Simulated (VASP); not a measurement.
Here is a VASP 6.6.1 calculation.

The input INCAR:

```
ALGO     = Normal         # electronic algorithm
EDIFF    = 1E-6           # SCF threshold, eV
ENCUT    = 500            # plane-wave cutoff, eV
GGA      = PS             # functional
GGA_COMPAT= False        
ISIF     = 2              # what is computed and relaxed
ISMEAR   = 1              # smearing method
IVDW     = 12             # dispersion correction
LASPH    = True           # aspherical terms in the spheres
LCHARG   = False          # write CHGCAR
LREAL    = False          # projectors in reciprocal space
LWAVE    = False          # write WAVECAR
NBANDS   = 12             # bands
NELM     = 120            # most SCF steps
PREC     = Accurate       # precision mode
SIGMA    = 0.05           # smearing width, eV
```

File KPOINTS:

```
k-points
0
Gamma
  9 9 9
```

File POSCAR:

```
Ta
1.0
   -1.6227199169      1.6227199169      1.6227199169
    1.6227199169     -1.6227199169      1.6227199169
    1.6227199169      1.6227199169     -1.6227199169
Ta
1
Direct
    0.0000000000      0.0000000000      0.0000000000
```

Potentials or basis: VASP PAW PBE potentials, release 64 (Ta_pv).

Command:

```console
$ cat potpaw_PBE.64/Ta_pv/POTCAR > POTCAR
$ mpirun -np 1 vasp_std > vasp.out
```

Q: Predict the pressure.

A: -1.1 GPa.

Q: Estimate the dispersion energy per atom.

A: -0.767 eV.

Q: Predict the band gap on the k mesh.

A: Zero (an odd number of electrons rules out a gap without spin polarisation).

Caveat: three body term missing; the PAW data sets were made with another functional, which shifts forces and pressure a little; spin-orbit coupling is left out, which moves the levels of the heavy elements.
